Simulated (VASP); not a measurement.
# HfN (Fmmm) in VASP: a series of runs

HfN is run at these levels: PBE; tasks: single point.

Everything below comes from runs of VASP 6.6.1. Logs are shortened: lines on timing, memory, paths and dates and some standing lists are left out, and cuts for length are marked.

## Step 1: The cell of the first run

The structure is orthorhombic, space group Fmmm (No. 69). The conventional cell has a = 4.484 Å, b = 4.518 Å, c = 4.552 Å, α = 90.00°, β = 90.00°, γ = 90.00°. Within 3.0 Å of Hf (site symmetry mmm) lie 6 N at 2.24 to 2.28 Å. Within 3.0 Å of N (site symmetry mmm) lie 6 Hf at 2.24 to 2.28 Å.

## Step 2: Single point, PBE (strain +0.0075 x Voigt [1, -1, 0, 0, 0, 0])

INCAR

```
  PREC = Accurate
  ENCUT = 520
  EDIFF = 1E-6
  ISMEAR = 0
  SIGMA = 0.1
  LREAL = False
  LASPH = True
  NELM = 100
  ALGO = Normal
  ISIF = 2
  LWAVE = False
  LCHARG = True
  GGA = PE
  LELF = True
  LVHAR = True
  NBANDS = 14
```

KPOINTS

```
Automatic mesh
0
Gamma
  18 18 18
```

POSCAR

```
HfN
1.0
    0.0000000000      2.2420575000      2.2590000000
    2.2759425000      0.0000000000      2.2590000000
    2.2759425000      2.2420575000      0.0000000000
Hf N
1 1
Direct
    0.0000000000      0.0000000000      0.0000000000
    0.5000000000      0.5000000000      0.5000000000
```

Potentials or basis: VASP PAW PBE potentials, release 64 (Hf_pv, N).

On the command line:

```bash
> cat potpaw_PBE.64/Hf_pv/POTCAR potpaw_PBE.64/N/POTCAR > POTCAR
> mpirun -np 1 vasp_std > vasp.out
```

OUTCAR:

```text
PREC = Accurate
   ENCUT = 520
   EDIFF = 1E-6
   ISMEAR = 0
   LREAL = False
   LASPH = True
   NELM = 100
   ISIF = 2
   GGA = PE

 ion  position               nearest neighbor table
   1  0.000  0.000  0.000-   2 2.24   2 2.24   2 2.26   2 2.26   2 2.28   2 2.28
   2  0.500  0.500  0.500-   1 2.24   1 2.24   1 2.26   1 2.26   1 2.28   1 2.28

  LATTYP: Found a face centered orthorhombic cell.
 ALAT       =     4.4841150000
 B/A-ratio  =     1.0075566751
 C/A-ratio  =     1.0151133501

  Lattice vectors:

 A1 = (  -2.2759425000,   0.0000000000,  -2.2590000000)
 A2 = (  -2.2759425000,   2.2420575000,   0.0000000000)
 A3 = (   0.0000000000,   2.2420575000,  -2.2590000000)

Analysis of symmetry for initial positions (statically):
=====================================================================
 Subroutine PRICEL returns:
 Original cell was already a primitive cell.

 Routine SETGRP: Setting up the symmetry group for a
 face centered orthorhombic supercell.

 Subroutine GETGRP returns: Found  8 space group operations
 (whereof  8 operations were pure point group operations)
 out of a pool of  8 trial point group operations.

The static configuration has the point symmetry D_2h.

Analysis of symmetry for dynamics (positions and initial velocities):
=====================================================================
 Subroutine PRICEL returns:
 Original cell was already a primitive cell.

 Routine SETGRP: Setting up the symmetry group for a
 face centered orthorhombic supercell.

 Subroutine GETGRP returns: Found  8 space group operations
 (whereof  8 operations were pure point group operations)
 out of a pool of  8 trial point group operations.

The dynamic configuration has the point symmetry D_2h.

 Subroutine INISYM returns: Found  8 space group operations
 (whereof  8 operations are pure point group operations),
 and found     1 'primitive' translations

----------------------------------------------------------------------------------------

                                     Primitive cell

  volume of cell :      23.0544

  direct lattice vectors                    reciprocal lattice vectors
     0.000000000  2.242057500  2.259000000    -0.219689206  0.223009446  0.221336875
     2.275942500  0.000000000  2.259000000     0.219689206 -0.223009446  0.221336875
     2.275942500  2.242057500  0.000000000     0.219689206  0.223009446 -0.221336875

  length of vectors
     3.182750828  3.206710973  3.194798287     0.383388278  0.383388278  0.383388278

  position of ions in fractional coordinates (direct lattice)
     0.000000000  0.000000000  0.000000000
     0.500000000  0.500000000  0.500000000

  ion indices of the primitive-cell ions
   primitive index   ion index
                 1           1
                 2           2

----------------------------------------------------------------------------------------

 KPOINTS: Automatic mesh

Automatic generation of k-mesh.
 Grid dimensions read from file:
 generate k-points for:   18   18   18

 Generating k-lattice:

  Cartesian coordinates                     Fractional coordinates (reciprocal lattice)
    -0.012204956  0.012389414  0.012296493     0.055555556  0.000000000  0.000000000
     0.012204956 -0.012389414  0.012296493    -0.000000000  0.055555556 -0.000000000
     0.012204956  0.012389414 -0.012296493     0.000000000  0.000000000  0.055555556

  Length of vectors
     0.021299349  0.021299349  0.021299349

  Shift w.r.t. Gamma in fractional coordinates (k-lattice)
     0.000000000  0.000000000  0.000000000

 Subroutine IBZKPT returns following result:
 ===========================================

 Found    865 irreducible k-points:

 Following reciprocal coordinates:
            Coordinates               Weight
  0.000000  0.000000  0.000000      1.000000
  0.055556  0.000000 -0.000000      8.000000
  0.111111  0.000000 -0.000000      8.000000
  0.166667  0.000000 -0.000000      8.000000
  0.222222  0.000000 -0.000000      8.000000
  0.277778  0.000000 -0.000000      8.000000
[... 16 lines left out ...]
 -0.277778  0.055556  0.000000      8.000000
 -0.222222  0.055556  0.000000      8.000000
 [... further k-points ...]
   k-points           NKPTS =    865   k-points in BZ     NKDIM =    865   number of bands    NBANDS=     14
   number of dos      NEDOS =    301   number of ions     NIONS =      2
   total plane-waves  NPLWV =  13824
   dimension x,y,z NGX =    24 NGY =   24 NGZ =   24
   dimension x,y,z NGXF=    48 NGYF=   48 NGZF=   48
   ions per type =               1   1
   NGX,Y,Z   is equivalent  to a cutoff of  12.54, 12.44, 12.49 a.u.
   NGXF,Y,Z  is equivalent  to a cutoff of  25.07, 24.88, 24.98 a.u.
 SYSTEM =  unknown system
   PREC   = accura    normal or accurate (medium, high low for compatibility)
   ISTART =      0    job   : 0-new  1-cont  2-samecut
   ICHARG =      2    charge: 1-file 2-atom 10-const
   ISPIN  =      1    spin polarized calculation?
   LNONCOLLINEAR =      F non collinear calculations
   LSORBIT =      F    spin-orbit coupling
   LASPH  =      T    aspherical Exc in radial PAW
   ENCUT  =  520.0 eV  38.22 Ry    6.18 a.u.   5.92  5.96  5.94*2*pi/ulx,y,z
   NELM   =    100;   NELMIN=  2; NELMDL= -5     # of ELM steps
   EDIFF  = 0.1E-05   stopping-criterion for ELM
   LREAL  =      F    real-space projection
   EDIFFG = 0.1E-04   stopping-criterion for IOM
   NSW    =      0    number of steps for IOM
   IBRION =     -1    ionic relax: 0-MD 1-quasi-New 2-CG
   NFREE  =      0    steps in history (QN), initial steepest desc. (CG)
   ISIF   =      2    stress and relaxation
   ISYM   =      2    0-nonsym 1-usesym 2-fastsym
   POTIM  = 0.5000    time-step for ionic-motion
   TEBEG  =    0.0;   TEEND  =   0.0 temperature during run
   PSTRESS=    0.0 pullay stress
   NELECT =      15.0000    total number of electrons
   NUPDOWN=      -1.0000    fix difference up-down
   EMIN   =  10.00;   EMAX   =-10.00  energy-range for DOS
   EFERMI =   0.00;   METHOD = LEGACY
   ISMEAR =     0;   SIGMA  =   0.10  broadening in eV -4-tet -1-fermi 0-gaus
   EFERMI_NEDOS =   21; number of points for ismear=-14 and -15
   IALGO  =     38    algorithm
   IMIX   =      4    mixing-type and parameters
     AMIX     =   0.40;   BMIX     =  1.00
     AMIX_MAG =   1.60;   BMIX_MAG =  1.00
  volume/ion in A,a.u.               =      11.53        77.79
  Fermi-wavevector in a.u.,A,eV,Ry     =   1.418580  2.680727 27.379945  2.012369
  Thomas-Fermi vector in A             =   2.539691
   LORBIT       =      0    0 simple, 1 ext, 2 COOP (PROOUT), +10 PAW based schemes
   GGA     = PE    functional components
   LHFCALC =     F    Hartree Fock is set to
   AEXX    =    0.0000 exact exchange contribution
   IVDW    =     0    specifies the selected vdW correction
   LEPSILON=     F    determine dielectric tensor
   LRPA    =     F    only Hartree local field effects (RPA)
 non-spin polarized calculation
 Gauss-broadening in eV      SIGMA  =   0.10
  energy-cutoff  :      520.00
  volume of cell :       23.05
 maximum number of plane-waves:       636
   NGX = 11   NGY = 11   NGZ = 11

 number of electron      15.0000001 magnetization

 Free energy of the ion-electron system (eV)
  ---------------------------------------------------
  ext. energy  EPLUGINS =         0.00000000
  ---------------------------------------------------
  free energy    TOTEN  =       -21.75162848 eV

  energy without entropy =      -21.74843672  energy(sigma->0) =      -21.75003260

 E-fermi :   8.3819     XC(G=0): -12.7324

 val. band max:        8.3751858102   @ k =   0.3333   0.1111   0.1667
 cond. band min:       8.3855164404   @ k =  -0.1667   0.1667   0.0556
 fundamental gap:      0.0103306302
 Fermi energy:         8.3818783488

 k-point     1 :       0.0000    0.0000    0.0000
  band No.  band energies     occupation
      1     -22.7748      2.00000
      2     -22.7655      2.00000
      3     -22.7578      2.00000
      4      -9.1262      2.00000
      5       5.3207      2.00000
      6       5.3558      2.00000
      7       5.3940      2.00000
      8       7.9567      2.00000
      9       8.0408      2.00000
     10       8.1242      1.99973
     11      10.0029      0.00000
     12      10.3312      0.00000
     13      10.5620      0.00000
     14      17.9521      0.00000

 k-point     2 :       0.0556    0.0000   -0.0000
  band No.  band energies     occupation
      1     -22.7994      2.00000
      2     -22.7730      2.00000
      3     -22.7630      2.00000
      4      -9.0546      2.00000
      5       5.0230      2.00000
      6       5.1498      2.00000
      7       5.1933      2.00000
      8       8.0660      1.99999
      9       8.1431      1.99927
     10       8.2198      1.97808
     11      10.2425      0.00000
     12      10.5713      0.00000
     13      10.8013      0.00000
     14      18.1963      0.00000

 k-point     3 :       0.1111    0.0000   -0.0000
  band No.  band energies     occupation
      1     -22.8889      2.00000
      2     -22.7822      2.00000
      3     -22.7702      2.00000
      4      -8.8468      2.00000
      5       4.2619      2.00000
      6       4.6910      2.00000
      7       4.7342      2.00000
      8       8.2833      1.83674
      9       8.4080      0.71173
     10       8.4791      0.16933
     11      10.8733      0.00000
     12      11.2109      0.00000
     13      11.4403      0.00000
     14      18.8863      0.00000
[... 324 lines left out ...]
 k-point    23 :      -0.2778    0.0556    0.0000
  band No.  band energies     occupation
      1     -23.4004      2.00000
      2     -22.8572      2.00000
      3     -22.8090      2.00000
      4      -7.4901      2.00000
      5       1.1912      2.00000
      6       2.8483      2.00000
      7       3.1580      2.00000
      8       9.2124      0.00000
      9       9.9843      0.00000
     10      10.8866      0.00000
     11      13.1885      0.00000
     12      14.3582      0.00000
     13      15.2242      0.00000
     14      20.5862      0.00000

 k-point    24 :      -0.2222    0.0556    0.0000
  band No.  band energies     occupation
      1     -23.2428      2.00000
      2     -22.8408      2.00000
      3     -22.7940      2.00000
      4      -7.9352      2.00000
      5       2.0006      2.00000
      6       3.2651      2.00000
      7       3.6349      2.00000
      8       8.7984      0.00000
      9       9.3429      0.00000
     10      10.2053      0.00000
     11      12.3555      0.00000
     12      13.5121      0.00000
     13      14.2214      0.00000
     14      20.5996      0.00000

 [... further k-points ...]

------------------------ aborting loop because EDIFF is reached ----------------------------------------

  FORCE on cell =-STRESS in cart. coord.  units (eV):
  Direction    XX          YY          ZZ          XY          YZ          ZX
  --------------------------------------------------------------------------------------
  -------------------------------------------------------------------------------------
  Total       -0.0634915      0.9782856      0.4426366      0.0000000     -0.0000000      0.0000000
  in kB       -4.4123710     67.9863939     30.7612278      0.0000000     -0.0000000      0.0000000
  external PRESSURE =      31.4450836 kB  Pullay stress =       0.0000000 kB

 VOLUME and BASIS-vectors are now :
 -----------------------------------------------------------------------------
  energy-cutoff  :      520.00
  volume of cell :       23.05
      direct lattice vectors                 reciprocal lattice vectors
     0.000000000  2.242057500  2.259000000    -0.219689206  0.223009446  0.221336875
     2.275942500  0.000000000  2.259000000     0.219689206 -0.223009446  0.221336875
     2.275942500  2.242057500  0.000000000     0.219689206  0.223009446 -0.221336875

 POSITION                                       TOTAL-FORCE (eV/Angst)
 -----------------------------------------------------------------------------------
      0.00000      0.00000      0.00000         0.000000      0.000000     -0.000000
      2.27594      2.24206      2.25900         0.000000     -0.000000      0.000000
 -----------------------------------------------------------------------------------
    total drift:                                0.000000     -0.000000     -0.000000

  FREE ENERGIE OF THE ION-ELECTRON SYSTEM (eV)
  ---------------------------------------------------
  free  energy   TOTEN  =       -21.7516284779 eV

  energy  without entropy=      -21.7484367185  energy(sigma->0) =      -21.75003260
```

Run time: 2.8 min. Hardware: 1 thread of Intel Xeon 8259CL, shared host; peak memory 0.39 GiB.

What came out:

| Property | Result |
| --- | --- |
| Free energy | -21.7516 eV |
| Pressure | 3.1 GPa |
| Band gap on the k mesh | zero (an odd number of electrons rules out a gap without spin polarisation) |

Stress tensor (GPa, compression positive):
```
-0.44  0.00  0.00
 0.00  6.80  0.00
 0.00  0.00  3.08
```

Levels at points of the mesh, in eV from the Fermi level:
```tsv
k point	band 6	band 7	band 8	band 9	band 10	band 11
(0.00, 0.00, 0.00)	-3.03	-2.99	-0.43	-0.34	-0.26	1.62
(0.50, 0.00, 0.00)	-6.19	-6.18	3.28	3.67	3.76	4.43
(0.50, 0.50, 0.00)	-3.80	-3.73	-3.65	4.07	5.42	5.63
(0.50, 0.00, 0.50)	-3.83	-3.74	-3.71	4.10	5.48	5.59
(0.00, 0.50, 0.50)	-3.78	-3.68	-3.64	4.10	5.47	5.58
```

Caveat: the cell differs from its parent crystal (strain +0.0075 x Voigt [1, -1, 0, 0, 0, 0]); the stress differs along the axes, from -0 to 7 GPa; spin-orbit coupling is left out, which moves the levels of the heavy elements.

(Continued in part 2 of 2.)
